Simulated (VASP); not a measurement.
Runs of VASP 6.6.1 on Si3Mo. The structure is that of space group Pm-3m (No. 221), or close to it. The cells are those of the table. 

```csv
task,cell,k mesh,cutoff (eV),gap on the mesh (eV),pressure (GPa),relaxed volume (Å³/atom)
single point,"a = 3.872 Å, 4 atoms",6 × 6 × 6,520,none,-5.9,-
relaxation of cell and atoms,"relaxed from a = 3.872 Å, 4 atoms",4 × 4 × 4,600,none,0.0,14.01
single point,"a = 3.818 Å, 4 atoms",12 × 12 × 12,520,none,(a),-
relaxation of cell and atoms,"relaxed from a = 3.828 Å, 4 atoms",12 × 12 × 12,600,none,0.0,13.91
single point,"a = 3.828 Å, 4 atoms",4 × 4 × 4,520,none,(b),-
```

Alike in all rows: level PBE; potentials or basis VASP PAW PBE potentials, release 64 (Si, Mo_sv); no spin polarisation; smearing gaussian 0.1 eV.

Task: Estimate the missing entries.

Result: (a) 0.1; (b) -0.1.

Caveats: some runs use coarse meshes.

A k mesh can miss the band edges, and the runs leave out spin-orbit coupling on Mo.

A gap of «none» marks levels without a gap at the run's occupations.
